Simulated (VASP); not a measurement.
Y2Pt: single point with PBE

The system is Y2Pt, a sheet with vacuum.

```
Y Pt
1.0
     5.63324    0.00000    0.00000
    -2.81662    4.87853    0.00000
     0.00000    0.00000   14.00000
Y Pt
2 1
Direct
  0.33333 0.66667 0.50000
  0.66667 0.33333 0.50000
  0.00000 0.00000 0.50000
```

```
Program                : VASP 6.6.1
Task                   : single point
Functional             : PBE
Potentials or basis    : VASP PAW PBE potentials, release 64 (Y_sv, Pt)
Cutoff                 : 520 eV
k mesh                 : 6 × 6 × 1
Occupations            : gaussian, width 0.1 eV
Spin                   : no spin polarisation
Dipole correction      : yes
Further INCAR settings : ALGO = Normal; EDIFF = 1e-07; NBANDS = 23
```

```
Band gap on the k mesh : zero (band 16 reaches -1.65 eV, above the bottom of band 17 at -2.09 eV)
```

Levels at points of the mesh, in eV from the Fermi level:
| k point | band 14 | band 15 | band 16 | band 17 | band 18 | band 19 |
| --- | --- | --- | --- | --- | --- | --- |
| (0.00, 0.00, 0.00) | -1.72 | -0.07 | -0.07 | 0.33 | 0.46 | 0.46 |
| (0.50, 0.00, 0.00) | -1.86 | -1.57 | -0.16 | -0.05 | 0.64 | 0.65 |

Wall time 2.8 min on 1 thread of Intel(R) Xeon(R) Platinum 8375C CPU @ 2.90GHz (Ice Lake), with other jobs on the host, peak memory 0.47 GiB.

Caveat: spin-orbit coupling is left out, which moves the levels of the heavy elements.
